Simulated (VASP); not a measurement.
A run of VASP 6.6.1 is set up as follows.

Contents of INCAR:

```
ALGO     = Fast           # electronic algorithm
EDIFF    = 1E-6           # SCF threshold, eV
ENCUT    = 520            # plane-wave cutoff, eV
ISIF     = 2              # what is computed and relaxed
ISMEAR   = 0              # smearing method
LASPH    = True           # aspherical terms in the spheres
LCHARG   = True           # write CHGCAR
LELF     = True           # ELF
LREAL    = False          # projectors in reciprocal space
LVHAR    = True         
LWAVE    = False          # write WAVECAR
NBANDS   = 16             # bands
NELM     = 60             # most SCF steps
PREC     = Accurate       # precision mode
SIGMA    = 0.15           # smearing width, eV
```

The input KPOINTS:

```
k-points
0
Gamma
  14 14 14
```

POSCAR

```
Al2Cu
1.0
   -1.9744990586      1.9744990586      2.7690488777
    1.9744990586     -1.9744990586      2.7690488777
    2.0815484009      2.0815484009     -2.7690488777
Al Cu
2 1
Direct
    0.7500000000      0.2500000000      0.5000000000
    0.2500000000      0.7500000000      0.5000000000
    0.5000000000      0.5000000000      0.0000000000
```

Potentials or basis: VASP PAW LDA potentials, release 64 (Al, Cu).

The run is started by

```bash
$ cat potpaw_LDA.64/Al/POTCAR potpaw_LDA.64/Cu/POTCAR > POTCAR
$ mpirun -np 1 vasp_std > vasp.out
```

Problem. Predict the pressure.

Solution. 0.6 GPa.

Problem. Estimate the band gap on the k mesh.

Solution. Zero (an odd number of electrons rules out a gap without spin polarisation).

Stress tensor (GPa, compression positive):
```
-0.58 -2.59  0.00
-2.59 -0.58  0.00
 0.00  0.00  3.11
```

Caveat: the cell differs from its parent crystal (strain +e along x and -e along y -0.0267, strain +e along z and -e/2 along x and y -0.0233).
